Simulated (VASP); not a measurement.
**Al3Si8N3: single point with PBE**

The system is Al3Si8N3.

```
Al N Si
1.0
     5.77320   -0.06485   -0.25154
    -0.06485    5.94714    0.06850
    -0.25154    0.06850    6.52735
Al N Si
3 3 8
Direct
  0.56139 0.73496 0.21895
  0.09941 0.06062 0.27340
  0.07885 0.90995 0.86057
  0.91915 0.29800 0.26086
  0.56156 0.39181 0.01853
  0.16070 0.67570 0.07727
  0.88628 0.27066 0.73038
  0.02112 0.57054 0.29047
  0.58144 0.93814 0.87829
  0.21965 0.37934 0.96076
  0.87212 0.74265 0.53830
  0.26460 0.58655 0.57051
  0.62549 0.15969 0.15950
  0.37520 0.16718 0.56420
```

- Program: VASP 6.6.1
- Task: single point
- Functional: PBE
- Potentials or basis: VASP PAW PBE potentials, release 64 (Al, N, Si)
- Cutoff: 520 eV
- k mesh: 1 × 1 × 1, shifted
- Occupations: fermi-dirac, width 0.2482 eV
- Spin: no spin polarisation
- Dipole correction: no
- Further INCAR settings: ALGO = Normal; EDIFF = 1e-06; NBANDS = 41; ISYM = 0

| Property | Result |
| --- | --- |
| Pressure | -2.1 GPa |
| Largest force | 3.739 eV/Å |
| Band gap on the k mesh | 0.13 eV |

Forces in eV/Å, atoms in the order of the input:
```
Al  -0.782 -1.149 -0.195
Al   0.660 -1.451  0.073
Al   0.380 -0.428  0.347
N   -1.926  0.140 -0.412
N   -3.302  1.730 -0.291
N    0.290 -1.051  0.149
Si  -0.229 -0.016 -0.615
Si  -0.883 -0.960 -2.356
Si   0.718 -0.138 -2.106
Si   1.718  1.209  0.067
Si  -1.429  0.966  0.842
Si   1.854 -0.091  1.790
Si   1.939  1.236  2.598
Si   0.991  0.004  0.109
```

Stress tensor (GPa, compression positive):
```
-9.01 -7.46  0.02
-7.46 -0.47  2.11
 0.02  2.11  3.28
```

Levels at points of the mesh, in eV from the valence-band top:
```csv
k point,band 25,band 26,band 27,band 28,band 29,band 30,band 31,band 32
"(0.25, 0.25, 0.25)",-1.16,-0.85,-0.42,0.00,0.13,0.94,1.27,1.49
```

Wall time 15 s on 1 thread of AMD EPYC 9R45 96-Core Processor (Zen 5) (shared host), peak memory 0.29 GiB.

Caveat: the k points lie up to 1.09 Å⁻¹ apart.
